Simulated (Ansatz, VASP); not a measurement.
TiTe3Mo: VASP beside Ansatz

```
Ti Te Mo
1.0
     3.76243    0.00000    0.00000
     0.00000    3.76243    0.00000
     0.00000    0.00000   10.19369
Ti Te Mo
1 3 1
Direct
  0.00000 0.00000 0.50000
  0.50000 0.50000 0.65039
  0.50000 0.50000 0.34961
  0.50000 0.50000 0.00000
  0.00000 0.00000 0.00000
```

Alike in both runs: functional PBE; k mesh 10 × 10 × 4; occupations gaussian, width 0.1 eV; collinear spin.

Ansatz relaxed the structure, and its values are those at the end. VASP's run is a single point on that final structure, the one shown.

|  | VASP | Ansatz |
| --- | --- | --- |
| version | VASP 6.6.1 | Ansatz 0.2.0 |
| potentials or method | VASP PAW PBE potentials, release 64 (Ti_sv, Te, Mo_sv), cutoff 520 eV | scalar-relativistic, plane waves, PAW |
| valence electrons in the cell | 44 | 74 |

|  | VASP | Ansatz | Ansatz less VASP |
| --- | --- | --- | --- |
| gap on the k mesh at the Fermi level (eV) | none | none | - |
| pressure (GPa) | 0.0 | 0.0 | 0.00 |
| rms of the force components (eV/Å) | 0.007 | 0.003 | -0.0040 |
| net moment per atom (μB) | 0.40 | 0.40 | +0.001 |
| size of the moment on the site where the two differ most (μB) | 2.57 | 2.23 | -0.337 |

Site moments also hang on the region over which each program counts them. A gap of «none» marks a metal or a gap that the smearing closes. VASP's potentials hold 44 valence electrons a cell and Ansatz's 74, so a difference there can come from the potentials and not from the codes.

Neither program's run includes spin-orbit coupling.
